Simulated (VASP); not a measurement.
Runs of VASP 6.6.1 on NaI. The structure is that of space group Fm-3m (No. 225), or close to it. The cells are those of the table. 

```csv
level,cell,k mesh,smearing,gap on the mesh (eV),pressure (GPa)
PBE,"a = 4.690 Å, angles 58.3°, 2 atoms",4 × 4 × 4,gaussian 0.01 eV,3.49,-0.1
r2SCAN,"a = 4.690 Å, angles 58.3°, 2 atoms",8 × 8 × 8,gaussian 0.01 eV,4.27,-0.7
PBE,"a = 4.659 Å, angles 60.0°, 2 atoms",8 × 8 × 8,fermi-dirac 0.02 eV,3.51,-0.4
r2SCAN,"a = 4.568 Å, angles 60.0°, 2 atoms",8 × 8 × 8,gaussian 0.01 eV,(a),-0.1
r2SCAN,"a = 4.556, b = 4.556, c = 4.522 Å, angles 60.2, 60.2, 59.5°, 2 atoms",8 × 8 × 8,gaussian 0.01 eV,4.49,0.2
PBE,"a = 4.568 Å, angles 60.0°, 2 atoms",4 × 4 × 4,gaussian 0.01 eV,(d),0.6
r2SCAN,"a = 4.596 Å, angles 58.0°, 2 atoms",8 × 8 × 8,gaussian 0.01 eV,(b),0.5
PBE,"a = 4.690 Å, angles 58.3°, 2 atoms",8 × 8 × 8,fermi-dirac 0.02 eV,3.49,-0.1
PBE,"a = 4.659 Å, angles 60.0°, 2 atoms",4 × 4 × 4,gaussian 0.01 eV,3.50,-0.3
PBE,"a = 4.545, b = 4.545, c = 4.476 Å, angles 60.5, 60.5, 59.0°, 2 atoms",4 × 4 × 4,gaussian 0.01 eV,3.72,1.2
PBE,"a = 4.556, b = 4.556, c = 4.522 Å, angles 60.2, 60.2, 59.5°, 2 atoms",8 × 8 × 8,fermi-dirac 0.02 eV,3.69,(c)
PBE,"a = 4.556, b = 4.556, c = 4.522 Å, angles 60.2, 60.2, 59.5°, 2 atoms",4 × 4 × 4,gaussian 0.01 eV,3.69,0.9
```

Alike in all rows: task single point; potentials or basis VASP PAW PBE potentials, release 64 (Na_pv, I); no spin polarisation; cutoff (eV) 520.

Question: Fill in the values left out.

Answer: (a) 4.46; (b) 4.45; (c) 0.8; (d) 3.66.

Caveats: some runs use coarse meshes; spin-orbit coupling is left out, which moves the levels of the heavy elements; the PAW data sets were made with another functional, which shifts forces and pressure a little (some runs).

A k mesh can miss the band edges, and the runs leave out spin-orbit coupling on I.
